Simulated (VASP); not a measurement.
# BN in VASP: further runs

BN is run at these levels: PBE+D3(BJ); tasks: single point.

Everything below comes from runs of VASP 6.6.1. Logs are shortened: lines on timing, memory, paths and dates and some standing lists are left out, and cuts for length are marked.

### 1 The cell of the first run

The cell holds a slab with vacuum, 2 atoms: a = 2.416 Å, b = 2.416 Å, c = 26.000 Å, α = 90.00°, β = 90.00°, γ = 120.00°.

### 2 Single point, PBE+D3(BJ)

INCAR reads:

```
ALGO = Normal ; DIPOL = 0.5 0.5 0.500
EDIFF = 1E-7 ; ENCUT = 520
GGA = PE ; IDIPOL = 3
ISIF = 2 ; ISMEAR = 0
IVDW = 12 ; LASPH = True
LCHARG = False ; LDIPOL = True
LREAL = False ; LWAVE = False
NBANDS = 11 ; NELM = 100
PREC = Accurate ; SIGMA = 0.02
```

KPOINTS reads:

```
k-points
0
Gamma
  12 12 1
```

POSCAR reads:

```
BN
1.0
    2.4160000000      0.0000000000      0.0000000000
   -1.2080000000      2.0923173755      0.0000000000
    0.0000000000      0.0000000000     26.0000000000
B N
1 1
Direct
    0.0000000000      0.0000000000      0.5137307692
    0.6666666667      0.3333333333      0.4862692308
```

Potentials or basis: VASP PAW PBE potentials, release 64 (B, N).

The run is started by

```console
cat potpaw_PBE.64/B/POTCAR potpaw_PBE.64/N/POTCAR > POTCAR
mpirun -np 1 vasp_std > vasp.out
```

OUTCAR:

```text
EDIFF = 1E-7
   ENCUT = 520
   GGA = PE
   ISIF = 2
   ISMEAR = 0
   IVDW = 12
   LASPH = True
   LREAL = False
   NELM = 100
   PREC = Accurate
 IVDW          = 12

 ion  position               nearest neighbor table
   1  0.000  0.000  0.514-   2 1.57   2 1.57   2 1.57
   2  0.667  0.333  0.486-   1 1.57   1 1.57   1 1.57

  LATTYP: Found a hexagonal cell.
 ALAT       =     2.4160000000
 C/A-ratio  =    10.7615894040

  Lattice vectors:

 A1 = (   2.4160000000,   0.0000000000,   0.0000000000)
 A2 = (  -1.2080000000,   2.0923173755,   0.0000000000)
 A3 = (   0.0000000000,   0.0000000000,  26.0000000000)

Analysis of symmetry for initial positions (statically):
=====================================================================
 Subroutine PRICEL returns:
 Original cell was already a primitive cell.

 Routine SETGRP: Setting up the symmetry group for a
 hexagonal supercell.

 Subroutine GETGRP returns: Found  6 space group operations
 (whereof  6 operations were pure point group operations)
 out of a pool of 24 trial point group operations.

The static configuration has the point symmetry C_3v.

Analysis of symmetry for dynamics (positions and initial velocities):
=====================================================================
 Subroutine PRICEL returns:
 Original cell was already a primitive cell.

 Routine SETGRP: Setting up the symmetry group for a
 hexagonal supercell.

 Subroutine GETGRP returns: Found  6 space group operations
 (whereof  6 operations were pure point group operations)
 out of a pool of 24 trial point group operations.

The dynamic configuration has the point symmetry C_3v.

 Subroutine INISYM returns: Found  6 space group operations
 (whereof  6 operations are pure point group operations),
 and found     1 'primitive' translations

----------------------------------------------------------------------------------------

                                     Primitive cell

  volume of cell :     131.4310

  direct lattice vectors                    reciprocal lattice vectors
     2.416000000  0.000000000  0.000000000     0.413907285  0.238969482  0.000000000
    -1.208000000  2.092317375  0.000000000     0.000000000  0.477938965  0.000000000
     0.000000000  0.000000000 26.000000000     0.000000000  0.000000000  0.038461538

  length of vectors
     2.416000000  2.416000000 26.000000000     0.477938965  0.477938965  0.038461538

  position of ions in fractional coordinates (direct lattice)
     0.000000000  0.000000000  0.513730769
     0.666666667  0.333333333  0.486269231

  ion indices of the primitive-cell ions
   primitive index   ion index
                 1           1
                 2           2

----------------------------------------------------------------------------------------

 KPOINTS: k-points

Automatic generation of k-mesh.
 Grid dimensions read from file:
 generate k-points for:   12   12    1

 Generating k-lattice:

  Cartesian coordinates                     Fractional coordinates (reciprocal lattice)
     0.034492274  0.019914124  0.000000000     0.083333333  0.000000000  0.000000000
     0.000000000  0.039828247  0.000000000     0.000000000  0.083333333  0.000000000
     0.000000000  0.000000000  0.038461538     0.000000000  0.000000000  1.000000000

  Length of vectors
     0.039828247  0.039828247  0.038461538

  Shift w.r.t. Gamma in fractional coordinates (k-lattice)
     0.000000000  0.000000000  0.000000000

 Subroutine IBZKPT returns following result:
 ===========================================

 Found     19 irreducible k-points:

 Following reciprocal coordinates:
            Coordinates               Weight
  0.000000  0.000000  0.000000      1.000000
  0.083333  0.000000  0.000000      6.000000
  0.166667  0.000000  0.000000      6.000000
  0.250000  0.000000  0.000000      6.000000
  0.333333  0.000000  0.000000      6.000000
  0.416667  0.000000  0.000000      6.000000
[... 11 lines left out ...]
  0.333333  0.250000  0.000000     12.000000
  0.333333  0.333333  0.000000      2.000000
   k-points           NKPTS =     19   k-points in BZ     NKDIM =     19   number of bands    NBANDS=     11
   number of dos      NEDOS =    301   number of ions     NIONS =      2
   total plane-waves  NPLWV =  63504
   dimension x,y,z NGX =    18 NGY =   18 NGZ =  196
   dimension x,y,z NGXF=    36 NGYF=   36 NGZF=  392
   ions per type =               1   1
   NGX,Y,Z   is equivalent  to a cutoff of  12.39, 12.39, 12.53 a.u.
   NGXF,Y,Z  is equivalent  to a cutoff of  24.77, 24.77, 25.06 a.u.
 SYSTEM =  unknown system
   PREC   = accura    normal or accurate (medium, high low for compatibility)
   ISTART =      0    job   : 0-new  1-cont  2-samecut
   ICHARG =      2    charge: 1-file 2-atom 10-const
   ISPIN  =      1    spin polarized calculation?
   LNONCOLLINEAR =      F non collinear calculations
   LSORBIT =      F    spin-orbit coupling
   LASPH  =      T    aspherical Exc in radial PAW
   ENCUT  =  520.0 eV  38.22 Ry    6.18 a.u.   4.49  4.49 48.34*2*pi/ulx,y,z
   NELM   =    100;   NELMIN=  2; NELMDL= -5     # of ELM steps
   EDIFF  = 0.1E-06   stopping-criterion for ELM
   LREAL  =      F    real-space projection
   EDIFFG = 0.1E-05   stopping-criterion for IOM
   NSW    =      0    number of steps for IOM
   IBRION =     -1    ionic relax: 0-MD 1-quasi-New 2-CG
   NFREE  =      0    steps in history (QN), initial steepest desc. (CG)
   ISIF   =      2    stress and relaxation
   ISYM   =      2    0-nonsym 1-usesym 2-fastsym
   POTIM  = 0.5000    time-step for ionic-motion
   TEBEG  =    0.0;   TEEND  =   0.0 temperature during run
   PSTRESS=    0.0 pullay stress
   NELECT =       8.0000    total number of electrons
   NUPDOWN=      -1.0000    fix difference up-down
   EMIN   =  10.00;   EMAX   =-10.00  energy-range for DOS
   EFERMI =   0.00;   METHOD = LEGACY
   ISMEAR =     0;   SIGMA  =   0.02  broadening in eV -4-tet -1-fermi 0-gaus
   EFERMI_NEDOS =   21; number of points for ismear=-14 and -15
   IALGO  =     38    algorithm
   IMIX   =      4    mixing-type and parameters
     AMIX     =   0.40;   BMIX     =  1.00
     AMIX_MAG =   1.60;   BMIX_MAG =  1.00
  volume/ion in A,a.u.               =      65.72       443.47
  Fermi-wavevector in a.u.,A,eV,Ry     =   0.643980  1.216945  5.642471  0.414710
  Thomas-Fermi vector in A             =   1.711158
   LORBIT       =      0    0 simple, 1 ext, 2 COOP (PROOUT), +10 PAW based schemes
   GGA     = PE    functional components
   LHFCALC =     F    Hartree Fock is set to
   AEXX    =    0.0000 exact exchange contribution
   IVDW    =    12    specifies the selected vdW correction
   LEPSILON=     F    determine dielectric tensor
   LRPA    =     F    only Hartree local field effects (RPA)
 non-spin polarized calculation
 Gauss-broadening in eV      SIGMA  =   0.02
  energy-cutoff  :      520.00
  volume of cell :      131.43
 maximum number of plane-waves:      3607
 NGX is ok and might be reduce to    18
   NGX =  9   NGY =  9   NGZ = 97

 number of electron       8.0000002 magnetization

 dipolmoment           0.000000      0.000000     -0.078378 electrons x Angstroem

 Free energy of the ion-electron system (eV)
  ---------------------------------------------------
  ext. energy  EPLUGINS =         0.00000000
  ---------------------------------------------------
  free energy    TOTEN  =       -13.82507651 eV

  energy without entropy =      -13.82478205  energy(sigma->0) =      -13.82492928

 E-fermi :  -3.6042     XC(G=0):  -1.9168

 val. band max:       -3.7270887004   @ k =   0.0833   0.0000   0.0000
 cond. band min:      -3.5905516812   @ k =   0.0833   0.0000   0.0000
 fundamental gap:      0.1365370192
 Fermi energy:        -3.6042330882

 k-point     1 :       0.0000    0.0000    0.0000
  band No.  band energies     occupation
      1     -22.3880      2.00000
      2     -10.8945      2.00000
      3      -3.9989      2.00000
      4      -3.3191      0.00000
      5      -3.3191      0.00000
      6      -0.5334      0.00000
      7       0.2203      0.00000
      8       1.2701      0.00000
      9       2.2917      0.00000
     10       2.7376      0.00000
     11       3.0663      0.00000

 k-point     2 :       0.0833    0.0000    0.0000
  band No.  band energies     occupation
      1     -22.2266      2.00000
      2     -10.7133      2.00000
      3      -4.1540      2.00000
      4      -3.7271      2.00000
      5      -3.5906      0.33333
      6      -0.3041      0.00000
      7       0.4553      0.00000
      8       1.5029      0.00000
      9       2.5247      0.00000
     10       2.9590      0.00000
     11       3.3016      0.00000

 k-point     3 :       0.1667    0.0000    0.0000
  band No.  band energies     occupation
      1     -21.7492      2.00000
      2     -10.1811      2.00000
      3      -5.8416      2.00000
      4      -4.2488      2.00000
      5      -3.3835      0.00000
      6       0.3796      0.00000
      7       1.1590      0.00000
      8       2.1985      0.00000
      9       3.2187      0.00000
     10       3.6085      0.00000
     11       4.0067      0.00000

 k-point     4 :       0.2500    0.0000    0.0000
  band No.  band energies     occupation
      1     -20.9810      2.00000
      2      -9.3745      2.00000
      3      -7.9761      2.00000
      4      -5.0092      2.00000
      5      -2.8266      0.00000
      6       1.4987      0.00000
      7       2.3246      0.00000
      8       3.3346      0.00000
      9       4.2544      0.00000
     10       4.5548      0.00000
     11       5.1448      0.00000

 k-point     5 :       0.3333    0.0000    0.0000
  band No.  band energies     occupation
      1     -19.9891      2.00000
      2     -10.3239      2.00000
      3      -8.0958      2.00000
      4      -5.6616      2.00000
      5      -2.3965      0.00000
      6       2.8580      0.00000
      7       3.7379      0.00000
      8       4.1368      0.00000
      9       5.0400      0.00000
     10       6.0342      0.00000
     11       6.3572      0.00000
[... 141 lines left out ...]
 k-point    16 :       0.4167    0.1667    0.0000
  band No.  band energies     occupation
      1     -18.1465      2.00000
      2     -12.4073      2.00000
      3      -8.2716      2.00000
      4      -6.0321      2.00000
      5      -2.3667      0.00000
      6       3.1071      0.00000
      7       6.8197      0.00000
      8       8.1396      0.00000
      9       8.6382      0.00000
     10       9.3233      0.00000
     11       9.3945      0.00000

 k-point    17 :       0.2500    0.2500    0.0000
  band No.  band energies     occupation
      1     -18.6680      2.00000
      2     -11.0545      2.00000
      3      -8.9697      2.00000
      4      -6.5949      2.00000
      5      -2.0169      0.00000
      6       3.7761      0.00000
      7       5.1867      0.00000
      8       6.2697      0.00000
      9       6.7827      0.00000
     10       7.7233      0.00000
     11       8.6321      0.00000

 k-point    18 :       0.3333    0.2500    0.0000
  band No.  band energies     occupation
      1     -17.9689      2.00000
      2     -11.7211      2.00000
      3      -9.7360      2.00000
      4      -5.8770      2.00000
      5      -2.0150      0.00000
      6       2.9298      0.00000
      7       6.1960      0.00000
      8       8.1754      0.00000
      9       8.9730      0.00000
     10       9.8348      0.00000
     11      10.2280      0.00000

 k-point    19 :       0.3333    0.3333    0.0000
  band No.  band energies     occupation
      1     -17.7019      2.00000
      2     -11.0835      2.00000
      3     -10.9994      2.00000
      4      -5.6130      2.00000
      5      -1.8738      0.00000
      6       2.5006      0.00000
      7       6.3951      0.00000
      8      10.0673      0.00000
      9      10.2857      0.00000
     10      10.7858      0.00000
     11      11.4577      0.00000

------------------------ aborting loop because EDIFF is reached ----------------------------------------

 vacuum level on the upper side and lower side of the slab       (xc-potential included)        -1.384         1.365

 Edisp (eV)   -0.16337

 E8    (eV) :    -0.0523

  FORCE on cell =-STRESS in cart. coord.  units (eV):
  Direction    XX          YY          ZZ          XY          YZ          ZX
  --------------------------------------------------------------------------------------
  -------------------------------------------------------------------------------------
  Total       2.59622     2.59622    -6.46539     0.00000    -0.00000     0.00000
  in kB      31.64856    31.64856   -78.81480     0.00000    -0.00000     0.00000
  external pressure =       -5.17 kB  Pullay stress =        0.00 kB

 VOLUME and BASIS-vectors are now :
 -----------------------------------------------------------------------------
  energy-cutoff  :      520.00
  volume of cell :      131.43
      direct lattice vectors                 reciprocal lattice vectors
     2.416000000  0.000000000  0.000000000     0.413907285  0.238969482  0.000000000
    -1.208000000  2.092317375  0.000000000     0.000000000  0.477938965  0.000000000
     0.000000000  0.000000000 26.000000000     0.000000000  0.000000000  0.038461538

 POSITION                                       TOTAL-FORCE (eV/Angst)
 -----------------------------------------------------------------------------------
      0.00000      0.00000     13.35700        -0.000000      0.000000     -9.036707
      1.20800      0.69744     12.64300         0.000000     -0.000000      9.036707
 -----------------------------------------------------------------------------------
    total drift:                               -0.000000      0.000000      0.000029

  FREE ENERGIE OF THE ION-ELECTRON SYSTEM (eV)
  ---------------------------------------------------
  free  energy   TOTEN  =       -13.9884422233 eV

  energy  without entropy=      -13.9881477711  energy(sigma->0) =      -13.98829500

 vacuum level on the upper side and lower side of the slab        -0.216         2.590
```

Run time: 46 s. Hardware: 1 thread of Intel Xeon Platinum 8259CL at 2.50GHz (Skylake/Cascade Lake), shared host; peak memory 0.24 GiB.

Results:

```
Free energy                : -13.9884 eV
Largest force              : 9.037 eV/Å
Band gap on the k mesh     : zero (band 4 reaches -3.32 eV, above the bottom of band 5 at -3.59 eV)
Dispersion energy per atom : -0.082 eV
```

Forces on the atoms (eV/Å):
```
B    0.000  0.000 -9.037
N    0.000  0.000  9.037
```

(Continued in part 2 of 2.)
